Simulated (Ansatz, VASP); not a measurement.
## Al2Cu: VASP beside Ansatz

File INCAR:

```
SYSTEM = Al2Cu
PREC = Accurate
ENCUT = 600
EDIFF = 1E-6
ISMEAR = 0
SIGMA = 0.1
LREAL = .FALSE.
LASPH = .TRUE.
NELM = 80
ALGO = Fast
ISIF = 3
LWAVE = .FALSE.
LCHARG = .FALSE.
GGA = PE
IBRION = 2
NSW = 90
EDIFFG = -0.04
```

Contents of KPOINTS:

```
Automatic mesh
0
G
  6 6 4
  0 0 0
```

POSCAR

```
Al2Cu
1.0
    2.7479162200      0.0000000000      0.0000000000
   -1.3739581100      2.3797652500      0.0000000000
    0.0000000000      0.0000000000      6.7309926000
Al Cu
2 1
Direct
    0.3333333300      0.6666666700      0.1666666700
    0.6666666700      0.3333333300      0.8333333300
    0.0000000000      0.0000000000      0.5000000000
```

Input for Ansatz:

```yaml
crystal:
  lattice:
    - [2.74791622, 0.0, 0.0]
    - [-1.37395811, 2.37976525, 0.0]
    - [0.0, 0.0, 6.7309926]
  atoms:
    - { symbol: Al, position: [0.33333333, 0.66666667, 0.16666667] }
    - { symbol: Al, position: [0.66666667, 0.33333333, 0.83333333] }
    - { symbol: Cu, position: [0.0, 0.0, 0.5] }
basis:
  ecutwfc: 420
kpoints:
  mp_grid: { grid: [6, 6, 4] }
hamiltonian:
  xc: pbe
scf:
  occupations: { method: gaussian, width: 0.1 }
  lower_state_search: "off"
output:
  forces: true
  stress: true
  eigenvalues: true
relax:
  adjacent_minimum: "off"
  f_tol: 0.04
  max_steps: 70
  cell: { stress_tol: 0.4 }
```

Alike in both runs: task relaxation of cell and atoms; functional PBE; k mesh 6 × 6 × 4; occupations gaussian, width 0.1 eV; no spin polarisation.

|  | VASP | Ansatz |
| --- | --- | --- |
| version | VASP 6.6.1 | Ansatz 0.2.0 |
| potentials or method | VASP PAW PBE potentials, release 64 (Al, Cu), cutoff 600 eV | scalar-relativistic, plane waves, PAW |
| valence electrons in the cell | 17 | 25 |

```tsv
	VASP	Ansatz	Ansatz less VASP
gap on the k mesh at the Fermi level, each at its own relaxed structure (eV)	none	none	-
relaxed volume (Å³/atom)	14.69	14.67	-0.022
relaxed cell length with the largest relative difference (Å)	2.832	2.829	-0.0031
```

A gap of «none» marks a metal or a gap that the smearing closes. VASP's potentials hold 17 valence electrons a cell and Ansatz's 25, so a difference there can come from the potentials and not from the codes.

The k mesh is coarse, so the values compare programs but aren't converged.
